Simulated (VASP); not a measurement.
A run of VASP 6.6.1 is set up as follows.

File INCAR:

```
SYSTEM = LuAsBr6
PREC = Accurate ; ENCUT = 510
EDIFF = 1E-6 ; ISMEAR = -1
SIGMA = 0.05 ; LREAL = .FALSE.
LASPH = .TRUE. ; NELM = 120
ALGO = Normal ; ISIF = 2
LWAVE = .FALSE. ; LCHARG = .FALSE.
GGA = PS ; NBANDS = 51
GGA_COMPAT = .FALSE.
```

The input KPOINTS:

```
regular mesh
0
G
  4 4 4
  0 0 0
```

Contents of POSCAR:

```
LuAsBr6
1.0
    3.3234277566      1.9189786966      6.0447506086
   -3.3242899703      1.9192018839      6.0451533171
   -0.0002373948     -3.8373688537      6.0446922105
Lu As Br
1 1 6
Direct
    0.4939893090      0.5040730802      0.5075799139
   -0.0059314968      0.0041611125      0.0074954804
    0.5796085282      0.9279072041      0.2516319950
    0.9179623902      0.2482386142      0.5930337138
    0.7499604238      0.4185029805      0.0836688659
    0.0701539985      0.7599879905      0.4220019830
    0.4084987914      0.0802372574      0.7634208267
    0.2382965789      0.5896687861      0.9313889159
```

Potentials or basis: VASP PAW PBE potentials, release 64 (Lu, As_d, Br).

Launch:

```console
$ cat potpaw_PBE.64/Lu/POTCAR potpaw_PBE.64/As_d/POTCAR potpaw_PBE.64/Br/POTCAR > POTCAR
$ mpirun -np 1 vasp_std > vasp.out
```

(1) Predict the band gap on the k mesh.

(2) What does it give for the largest force?

(3) Predict the pressure.

## Answers

(1) 2.32 eV (least direct gap 2.46 eV).

(2) 0.015 eV/Å.

(3) 0.1 GPa.

Caveat: the PAW data sets were made with another functional, which shifts forces and pressure a little; spin-orbit coupling is left out, which moves the levels of the heavy elements.
